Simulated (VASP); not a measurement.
Crystal: W.

```
W
1.0
    -1.58234    1.58234    1.58234
     1.58234   -1.58234    1.58234
     1.58234    1.58234   -1.58234
W
1
Direct
  0.00000 0.00000 0.00000
```

| Property | Result |
| --- | --- |
| Program | VASP 6.6.1 |
| Task | relaxation of cell and atoms |
| Functional | PBE |
| Potentials or basis | VASP PAW PBE potentials, release 64 (W_sv) |
| Cutoff | 500 eV |
| k mesh | 21 × 21 × 21 |
| Occupations | fermi-dirac, width 0.1 eV |
| Spin | no spin polarisation |

At the start: pressure 6.3 GPa; volume 15.85 Å³/atom.

Task: How do energy, volume and symmetry change on relaxing?

Result: Over 3 steps the energy falls by 6.1 meV/atom and the volume is 16.17 Å³/atom (+2.1 %); space group Im-3m (No. 229, to 0.1 Å) before and after.

Step by step:
| step | energy change (eV) | largest force (eV/Å) | pressure (GPa) | volume (Å³) |
| --- | --- | --- | --- | --- |
| 1 | 0.0000 | 0.0000 | 6.29 | 15.85 |
| 2 | 0.0633 | 0.0000 | -18.14 | 17.32 |
| 3 | -0.0061 | 0.0000 | -0.16 | 16.17 |

Final structure:
```xyz
1
Lattice="-1.5931 1.5931 1.5931 1.5931 -1.5931 1.5931 1.5931 1.5931 -1.5931" Properties=species:S:1:pos:R:3 pbc="T T T"
W     0.0000    0.0000    0.0000
```
